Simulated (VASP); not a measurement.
# Al2InN3 (Cmc2_1) in VASP: a series of runs

Al2InN3 is run at these levels: PBE; tasks: single point.

Program: VASP 6.6.1. These are calculated values, not measurements. Logs are shortened: lines on timing, memory, paths and dates and some standing lists are left out, and cuts for length are marked.

## Step 1: The cell of the first run

It takes space group Cmc2_1 (No. 36, orthorhombic). Conventional cell: a = 10.010 Å, b = 5.457 Å, c = 5.343 Å, α = 90.00°, β = 90.00°, γ = 90.00°. Within 2.5 Å of Al (site symmetry 1) lie 4 N at 1.85 to 1.95 Å. Within 2.8 Å of In (site symmetry m) lie 4 N at 2.12 to 2.24 Å. Within 2.5 Å of N (site symmetry 1) lie 3 Al at 1.85 to 1.95 Å and 1 In at 2.20 Å. N (site symmetry m) has 2 Al at 1.92 Å and 2 In at 2.12 to 2.24 Å within 2.6 Å.

## Step 2: Single point, PBE (12.16 Å³/atom)

Input file INCAR:

```
PREC = Accurate ; ENCUT = 520
EDIFF = 1E-6 ; ISMEAR = 0
SIGMA = 0.05 ; LREAL = False
LASPH = True ; NELM = 80
ALGO = Normal ; ISIF = 2
LWAVE = False ; LCHARG = False
GGA = PE ; NBANDS = 46
```

Input file KPOINTS:

```
Automatic mesh
0
Gamma
  6 6 6
```

Input file POSCAR:

```
Al2InN3
1.0
    5.0048695770     -2.7286572130      0.0000000000
    5.0048695770      2.7286572130      0.0000000000
    0.0000000000      0.0000000000      5.3433458090
Al In N
4 2 6
Direct
    0.0084427086      0.3348641725      0.9917411822
    0.6651358275      0.9915572914      0.9917411822
    0.9915572914      0.6651358275      0.4917411822
    0.3348641725      0.0084427086      0.4917411822
    0.3220722962      0.6779277038      0.9869930315
    0.6779277038      0.3220722962      0.4869930315
    0.0367610679      0.3336262977      0.3556963910
    0.6663737023      0.9632389321      0.3556963910
    0.9632389321      0.6663737023      0.8556963910
    0.3336262977      0.0367610679      0.8556963910
    0.2982358752      0.7017641248      0.4061317922
    0.7017641248      0.2982358752      0.9061317922
```

Potentials or basis: VASP PAW PBE potentials, release 64 (Al, In_d, N).

Launch:

```
> cat potpaw_PBE.64/Al/POTCAR potpaw_PBE.64/In_d/POTCAR potpaw_PBE.64/N/POTCAR > POTCAR
> mpirun -np 1 vasp_std > vasp.out
```

OUTCAR:

```text
PREC = Accurate
   ENCUT = 520
   EDIFF = 1E-6
   ISMEAR = 0
   LREAL = False
   LASPH = True
   NELM = 80
   ISIF = 2
   GGA = PE

 ion  position               nearest neighbor table
   1  0.008  0.335  0.992-  10 1.85   9 1.91  12 1.92   7 1.95   2 3.15   2 3.15   5 3.16   4 3.21
                             4 3.21   3 3.24   3 3.24   6 3.27   5 3.29   5 3.29   6 3.31
   2  0.665  0.992  0.992-   9 1.85  10 1.91  12 1.92   8 1.95   1 3.15   1 3.15   5 3.16   3 3.21
                             3 3.21   4 3.24   4 3.24   6 3.27   5 3.29   5 3.29   6 3.31
   3  0.992  0.665  0.492-   8 1.85   7 1.91  11 1.92   9 1.95   4 3.15   4 3.15   6 3.16   2 3.21
                             2 3.21   1 3.24   1 3.24   5 3.27   6 3.29   6 3.29   5 3.31
   4  0.335  0.008  0.492-   7 1.85   8 1.91  11 1.92  10 1.95   3 3.15   3 3.15   6 3.16   1 3.21
                             1 3.21   2 3.24   2 3.24   5 3.27   6 3.29   6 3.29   5 3.31
   5  0.322  0.678  0.987-  12 2.12  10 2.20   9 2.20  11 2.24   1 3.16   2 3.16   4 3.27   3 3.27
                             2 3.29   1 3.29   2 3.29   1 3.29   6 3.30   6 3.30   3 3.31   4 3.31
   6  0.678  0.322  0.487-  11 2.12   8 2.20   7 2.20  12 2.24   4 3.16   3 3.16   2 3.27   1 3.27
                             4 3.29   3 3.29   4 3.29   3 3.29   5 3.30   5 3.30   1 3.31   2 3.31
   7  0.037  0.334  0.356-   4 1.85   3 1.91   1 1.95   6 2.20
   8  0.666  0.963  0.356-   3 1.85   4 1.91   2 1.95   6 2.20
   9  0.963  0.666  0.856-   2 1.85   1 1.91   3 1.95   5 2.20
  10  0.334  0.037  0.856-   1 1.85   2 1.91   4 1.95   5 2.20
  11  0.298  0.702  0.406-   3 1.92   4 1.92   6 2.12   5 2.24
  12  0.702  0.298  0.906-   1 1.92   2 1.92   5 2.12   6 2.24

  LATTYP: Found a base centered orthorhombic cell.
 ALAT       =     5.4573144260
 B/A-ratio  =     1.8341877291
 C/A-ratio  =     0.9791163550

  Lattice vectors:

 A1 = (  -5.0048695770,  -2.7286572130,   0.0000000000)
 A2 = (   5.0048695770,  -2.7286572130,   0.0000000000)
 A3 = (   0.0000000000,   0.0000000000,   5.3433458090)

Analysis of symmetry for initial positions (statically):
=====================================================================
 Subroutine PRICEL returns:
 Original cell was already a primitive cell.

 Routine SETGRP: Setting up the symmetry group for a
 base centered orthorhombic supercell.

 Subroutine GETGRP returns: Found  4 space group operations
 (whereof  2 operations were pure point group operations)
 out of a pool of  8 trial point group operations.

The static configuration has the point symmetry C_1h.
 The point group associated with its full space group is C_2v.

Analysis of symmetry for dynamics (positions and initial velocities):
=====================================================================
 Subroutine PRICEL returns:
 Original cell was already a primitive cell.

 Routine SETGRP: Setting up the symmetry group for a
 base centered orthorhombic supercell.

 Subroutine GETGRP returns: Found  4 space group operations
 (whereof  2 operations were pure point group operations)
 out of a pool of  8 trial point group operations.

The dynamic configuration has the point symmetry C_1h.
 The point group associated with its full space group is C_2v.

 Subroutine INISYM returns: Found  4 space group operations
 (whereof  2 operations are pure point group operations),
 and found     1 'primitive' translations

----------------------------------------------------------------------------------------

                                     Primitive cell

  volume of cell :     145.9436

  direct lattice vectors                    reciprocal lattice vectors
     5.004869577 -2.728657213  0.000000000     0.099902703 -0.183240312  0.000000000
     5.004869577  2.728657213  0.000000000     0.099902703  0.183240312  0.000000000
     0.000000000  0.000000000  5.343345809     0.000000000  0.000000000  0.187148658

  length of vectors
     5.700376274  5.700376274  5.343345809     0.208704485  0.208704485  0.187148658

  position of ions in fractional coordinates (direct lattice)
     0.008442709  0.334864172  0.991741182
     0.665135828  0.991557291  0.991741182
     0.991557291  0.665135828  0.491741182
     0.334864172  0.008442709  0.491741182
     0.322072296  0.677927704  0.986993031
     0.677927704  0.322072296  0.486993031
     0.036761068  0.333626298  0.355696391
     0.666373702  0.963238932  0.355696391
     0.963238932  0.666373702  0.855696391
     0.333626298  0.036761068  0.855696391
     0.298235875  0.701764125  0.406131792
     0.701764125  0.298235875  0.906131792

  ion indices of the primitive-cell ions
   primitive index   ion index
                 1           1
                 2           2
                 3           3
                 4           4
                 5           5
                 6           6
                 7           7
                 8           8
                 9           9
                10          10
                11          11
                12          12

----------------------------------------------------------------------------------------

 KPOINTS: Automatic mesh

Automatic generation of k-mesh.
 Grid dimensions read from file:
 generate k-points for:    6    6    6

 Generating k-lattice:

  Cartesian coordinates                     Fractional coordinates (reciprocal lattice)
     0.016650451 -0.030540052  0.000000000     0.166666667  0.000000000  0.000000000
     0.016650451  0.030540052  0.000000000     0.000000000  0.166666667  0.000000000
     0.000000000  0.000000000  0.031191443     0.000000000  0.000000000  0.166666667

  Length of vectors
     0.034784081  0.034784081  0.031191443

  Shift w.r.t. Gamma in fractional coordinates (k-lattice)
     0.000000000  0.000000000  0.000000000

 Subroutine IBZKPT returns following result:
 ===========================================

 Found     52 irreducible k-points:

 Following reciprocal coordinates:
            Coordinates               Weight
  0.000000  0.000000  0.000000      1.000000
  0.166667 -0.000000  0.000000      4.000000
  0.333333 -0.000000  0.000000      4.000000
  0.500000 -0.000000  0.000000      2.000000
  0.166667  0.166667  0.000000      2.000000
  0.333333  0.166667  0.000000      4.000000
[... 16 lines left out ...]
  0.333333  0.333333  0.166667      4.000000
  0.500000  0.333333  0.166667      8.000000
 [... further k-points ...]
   k-points           NKPTS =     52   k-points in BZ     NKDIM =     52   number of bands    NBANDS=     46
   number of dos      NEDOS =    301   number of ions     NIONS =     12
   total plane-waves  NPLWV =  70560
   dimension x,y,z NGX =    42 NGY =   42 NGZ =   40
   dimension x,y,z NGXF=    84 NGYF=   84 NGZF=   80
   ions per type =               4   2   6
   NGX,Y,Z   is equivalent  to a cutoff of  12.25, 12.25, 12.45 a.u.
   NGXF,Y,Z  is equivalent  to a cutoff of  24.50, 24.50, 24.89 a.u.
 SYSTEM =  unknown system
   PREC   = accura    normal or accurate (medium, high low for compatibility)
   ISTART =      0    job   : 0-new  1-cont  2-samecut
   ICHARG =      2    charge: 1-file 2-atom 10-const
   ISPIN  =      1    spin polarized calculation?
   LNONCOLLINEAR =      F non collinear calculations
   LSORBIT =      F    spin-orbit coupling
   LASPH  =      T    aspherical Exc in radial PAW
   ENCUT  =  520.0 eV  38.22 Ry    6.18 a.u.  10.60 10.60  9.94*2*pi/ulx,y,z
   NELM   =     80;   NELMIN=  2; NELMDL= -5     # of ELM steps
   EDIFF  = 0.1E-05   stopping-criterion for ELM
   LREAL  =      F    real-space projection
   EDIFFG = 0.1E-04   stopping-criterion for IOM
   NSW    =      0    number of steps for IOM
   IBRION =     -1    ionic relax: 0-MD 1-quasi-New 2-CG
   NFREE  =      0    steps in history (QN), initial steepest desc. (CG)
   ISIF   =      2    stress and relaxation
   ISYM   =      2    0-nonsym 1-usesym 2-fastsym
   POTIM  = 0.5000    time-step for ionic-motion
   TEBEG  =    0.0;   TEEND  =   0.0 temperature during run
   PSTRESS=    0.0 pullay stress
   NELECT =      68.0000    total number of electrons
   NUPDOWN=      -1.0000    fix difference up-down
   EMIN   =  10.00;   EMAX   =-10.00  energy-range for DOS
   EFERMI =   0.00;   METHOD = LEGACY
   ISMEAR =     0;   SIGMA  =   0.05  broadening in eV -4-tet -1-fermi 0-gaus
   EFERMI_NEDOS =   21; number of points for ismear=-14 and -15
   IALGO  =     38    algorithm
   IMIX   =      4    mixing-type and parameters
     AMIX     =   0.40;   BMIX     =  1.00
     AMIX_MAG =   1.60;   BMIX_MAG =  1.00
  volume/ion in A,a.u.               =      12.16        82.07
  Fermi-wavevector in a.u.,A,eV,Ry     =   1.269159  2.398363 21.915792  1.610765
  Thomas-Fermi vector in A             =   2.402215
   LORBIT       =      0    0 simple, 1 ext, 2 COOP (PROOUT), +10 PAW based schemes
   GGA     = PE    functional components
   LHFCALC =     F    Hartree Fock is set to
   AEXX    =    0.0000 exact exchange contribution
   IVDW    =     0    specifies the selected vdW correction
   LEPSILON=     F    determine dielectric tensor
   LRPA    =     F    only Hartree local field effects (RPA)
 non-spin polarized calculation
 Gauss-broadening in eV      SIGMA  =   0.05
  energy-cutoff  :      520.00
  volume of cell :      145.94
 maximum number of plane-waves:      3952
   NGX = 21   NGY = 21   NGZ = 19

 number of electron      68.0000006 magnetization

 Free energy of the ion-electron system (eV)
  ---------------------------------------------------
  ext. energy  EPLUGINS =         0.00000000
  ---------------------------------------------------
  free energy    TOTEN  =       -80.57810132 eV

  energy without entropy =      -80.57810132  energy(sigma->0) =      -80.57810132

 E-fermi :   6.3774     XC(G=0): -10.8581

 val. band max:        6.1310929639   @ k =   0.0000   0.0000   0.0000
 cond. band min:       8.1937251706   @ k =   0.0000   0.0000   0.0000
 fundamental gap:      2.0626322067
 Fermi energy:         6.3774252071

 k-point     1 :       0.0000    0.0000    0.0000
  band No.  band energies     occupation
      1      -8.6072      2.00000
      2      -8.1334      2.00000
      3      -7.7808      2.00000
      4      -7.4920      2.00000
      5      -7.4318      2.00000
      6      -7.3921      2.00000
[... 38 lines left out ...]
     45      15.3144      0.00000
     46      16.0970      0.00000

 k-point     2 :       0.1667   -0.0000    0.0000
  band No.  band energies     occupation
      1      -8.5282      2.00000
      2      -8.0984      2.00000
      3      -7.7868      2.00000
      4      -7.5671      2.00000
      5      -7.3996      2.00000
      6      -7.3355      2.00000
[... 38 lines left out ...]
     45      15.1930      0.00000
     46      15.9057      0.00000

 k-point     3 :       0.3333   -0.0000    0.0000
  band No.  band energies     occupation
      1      -8.3463      2.00000
      2      -8.0124      2.00000
      3      -7.8169      2.00000
      4      -7.6503      2.00000
      5      -7.3871      2.00000
      6      -7.1999      2.00000
[... 38 lines left out ...]
     45      15.1109      0.00000
     46      15.3355      0.00000

 k-point     4 :       0.5000   -0.0000    0.0000
  band No.  band energies     occupation
      1      -8.2332      2.00000
      2      -7.9720      2.00000
      3      -7.8427      2.00000
      4      -7.6706      2.00000
      5      -7.3873      2.00000
      6      -7.0904      2.00000
[... 920 lines left out ...]
     45      14.9063      0.00000
     46      15.3071      0.00000

 k-point    23 :       0.3333    0.3333    0.1667
  band No.  band energies     occupation
      1      -8.2865      2.00000
      2      -8.1023      2.00000
      3      -7.8560      2.00000
      4      -7.5131      2.00000
      5      -7.3380      2.00000
      6      -7.3264      2.00000
[... 38 lines left out ...]
     45      15.1280      0.00000
     46      15.5204      0.00000

 k-point    24 :       0.5000    0.3333    0.1667
  band No.  band energies     occupation
      1      -8.1681      2.00000
      2      -8.0854      2.00000
      3      -7.8889      2.00000
      4      -7.5081      2.00000
      5      -7.3877      2.00000
      6      -7.1941      2.00000
[... 38 lines left out ...]
     45      15.1660      0.00000
     46      15.3649      0.00000

 [... further k-points ...]
[... 5 lines left out ...]
  --------------------------------------------------------------------------------------
  -------------------------------------------------------------------------------------
  Total       -3.9486802     10.0552816     -4.8704826      0.0000000      0.0000000      0.0000000
  in kB      -43.3488442    110.3874740    -53.4684452      0.0000000      0.0000000      0.0000000
  external PRESSURE =       4.5233949 kB  Pullay stress =       0.0000000 kB

 VOLUME and BASIS-vectors are now :
 -----------------------------------------------------------------------------
  energy-cutoff  :      520.00
  volume of cell :      145.94
      direct lattice vectors                 reciprocal lattice vectors
     5.004869577 -2.728657213  0.000000000     0.099902703 -0.183240312  0.000000000
     5.004869577  2.728657213  0.000000000     0.099902703  0.183240312  0.000000000
     0.000000000  0.000000000  5.343345809     0.000000000  0.000000000  0.187148658

 POSITION                                       TOTAL-FORCE (eV/Angst)
 -----------------------------------------------------------------------------------
      1.71821      0.89069      5.29922        -0.066978      0.428749      0.294732
      8.29153      0.89069      5.29922         0.066978      0.428749      0.294732
      8.29153     -0.89069      2.62754         0.066978     -0.428749      0.294732
      1.71821     -0.89069      2.62754        -0.066978     -0.428749      0.294732
      5.00487      0.97101      5.27385         0.000000      0.608340      0.206639
      5.00487     -0.97101      2.60217         0.000000     -0.608340      0.206639
      1.85374      0.81004      1.90061        -0.051033      0.514837     -0.341027
      8.15600      0.81004      1.90061         0.051033      0.514837     -0.341027
      8.15600     -0.81004      4.57228         0.051033     -0.514837     -0.341027
      1.85374     -0.81004      4.57228        -0.051033     -0.514837     -0.341027
      5.00487      1.10109      2.17010         0.000000      0.590472     -0.114049
      5.00487     -1.10109      4.84178         0.000000     -0.590472     -0.114049
 -----------------------------------------------------------------------------------
    total drift:                               -0.000000     -0.000000     -0.002193

  FREE ENERGIE OF THE ION-ELECTRON SYSTEM (eV)
  ---------------------------------------------------
  free  energy   TOTEN  =       -80.5781013184 eV

  energy  without entropy=      -80.5781013184  energy(sigma->0) =      -80.57810132
```

Run time: 6.6 min. Hardware: 1 thread of Oxide Virtual Turin-like, shared host; peak memory 0.39 GiB.

What came out:

```
Free energy            : -80.5781 eV
Pressure               : 0.5 GPa
Largest force          : 0.642 eV/Å
Band gap on the k mesh : 2.06 eV
```

Forces on the atoms (eV/Å):
```
Al  -0.067  0.429  0.295
Al   0.067  0.429  0.295
Al   0.067 -0.429  0.295
Al  -0.067 -0.429  0.295
In   0.000  0.608  0.207
In   0.000 -0.608  0.207
N   -0.051  0.515 -0.341
N    0.051  0.515 -0.341
N    0.051 -0.515 -0.341
N   -0.051 -0.515 -0.341
N    0.000  0.590 -0.114
N    0.000 -0.590 -0.114
```

Levels at points of the mesh, in eV from the valence-band top:
```
           k point  band 30  band 31  band 32  band 33  band 34  band 35  band 36  band 37  band 38  band 39
(0.00, 0.00, 0.00)    -0.68    -0.46    -0.18    -0.12     0.00     2.06     4.35     5.02     5.56     7.52
(0.50, 0.00, 0.00)    -0.89    -0.77    -0.66    -0.60    -0.24     4.19     4.48     5.57     6.00     6.67
(0.50, 0.50, 0.00)    -1.06    -0.83    -0.58    -0.54    -0.46     3.74     4.55     5.37     5.89     5.94
(0.00, 0.00, 0.50)    -0.49    -0.46    -0.46    -0.14    -0.14     4.17     4.17     6.55     6.55     6.60
(0.50, 0.00, 0.50)    -1.31    -0.85    -0.85    -0.62    -0.62     4.39     4.39     5.39     5.39     5.81
(0.50, 0.50, 0.50)    -1.24    -0.94    -0.94    -0.77    -0.77     4.35     4.35     5.40     5.40     5.86
```

Caveat: the stress differs along the axes, from -5 to 11 GPa; spin-orbit coupling is left out, which moves the levels of the heavy elements.

[end of part 1 of 2]
